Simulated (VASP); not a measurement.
Input of a VASP 6.6.1 run:

INCAR

```
ALGO     = Normal         # electronic algorithm
DIPOL    = 0.5 0.5 0.395
EDIFF    = 1E-6           # SCF threshold, eV
ENCUT    = 520            # plane-wave cutoff, eV
GGA      = PE             # functional
IDIPOL   = 3            
ISIF     = 2              # what is computed and relaxed
ISMEAR   = 0              # smearing method
LASPH    = True           # aspherical terms in the spheres
LCHARG   = False          # write CHGCAR
LDIPOL   = True         
LREAL    = False          # projectors in reciprocal space
LWAVE    = False          # write WAVECAR
NBANDS   = 24             # bands
NELM     = 100            # most SCF steps
PREC     = Accurate       # precision mode
SIGMA    = 0.1            # smearing width, eV
```

KPOINTS

```
k-points
0
Gamma
  9 9 1
```

The input POSCAR:

```
Al8N
1.0
    2.8543223330      0.0000000000      0.0000000000
   -1.4271611665      2.4719156510      0.0000000000
    0.0000000000      0.0000000000     33.4760593533
Al N
8 1
Direct
    0.3333333333      0.6666666667      0.1194883770
    0.0000000000      0.0000000000      0.1895622803
    0.6666666667      0.3333333333      0.2596361837
    0.0000000000      0.0000000000      0.3297100869
    0.3333333333      0.6666666667      0.3992195594
    0.0000000000      0.0000000000      0.4696536480
    0.6666666667      0.3333333333      0.5400996810
    0.0000000000      0.0000000000      0.6116627748
    0.6666666667     -0.6666666667      0.6394438224
```

Potentials or basis: VASP PAW PBE potentials, release 64 (Al, N).

The run is started by

```bash
$ cat potpaw_PBE.64/Al/POTCAR potpaw_PBE.64/N/POTCAR > POTCAR
$ mpirun -np 1 vasp_std > vasp.out
```

Question: Estimate the largest force.

Answer: 3.466 eV/Å.

Forces on the atoms (eV/Å):
```
Al   0.000  0.000 -0.052
Al   0.000  0.000  0.030
Al   0.000  0.000 -0.059
Al   0.000  0.000 -0.063
Al   0.000  0.000  0.184
Al   0.000  0.000 -0.116
Al   0.000  0.000 -0.104
Al   0.000  0.000  3.466
N    0.000  0.000 -3.286
```
